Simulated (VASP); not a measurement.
# HgTe (Coloradoite): single point with PBEsol+D3(BJ)

Crystal: HgTe (Coloradoite).

```xyz
2
Lattice="0.0000 3.2775 3.2775 3.2775 0.0000 3.2775 3.2775 3.2775 0.0000" Properties=species:S:1:pos:R:3 pbc="T T T"
Hg    0.0000    0.0000    0.0000
Te    4.9163    4.9163    4.9163
```

| Item | Value |
| --- | --- |
| Program | VASP 6.6.1 |
| Task | single point |
| Functional | PBEsol |
| Dispersion | D3(BJ) |
| Potentials or basis | VASP PAW PBE potentials, release 64 (Hg, Te) |
| Cutoff | 520 eV |
| k mesh | 7 × 7 × 7 |
| Occupations | fermi-dirac, width 0.05 eV |
| Spin | no spin polarisation |

```json
{
 "Pressure": "-2.3 GPa",
 "Band gap on the k mesh": "zero (filled and empty bands touch)",
 "Dispersion energy per atom": "-0.340 eV"
}
```

Levels at points of the mesh, in eV from the Fermi level:
```
           k point  band 5  band 6  band 7  band 8  band 9  band 10  band 11  band 12  band 13  band 14
(0.00, 0.00, 0.00)   -6.67   -6.67   -0.95   -0.04   -0.04    -0.04     4.21     4.21     4.21     6.28
```

It took 36 s on 1 thread of Intel Xeon 8259CL, on a shared host, peak memory 0.22 GiB.

Caveat: the PAW data sets were made with another functional, which shifts forces and pressure a little; spin-orbit coupling is left out, which moves the levels of the heavy elements; pairwise dispersion overbinds metals, which lowers pressure and volume.
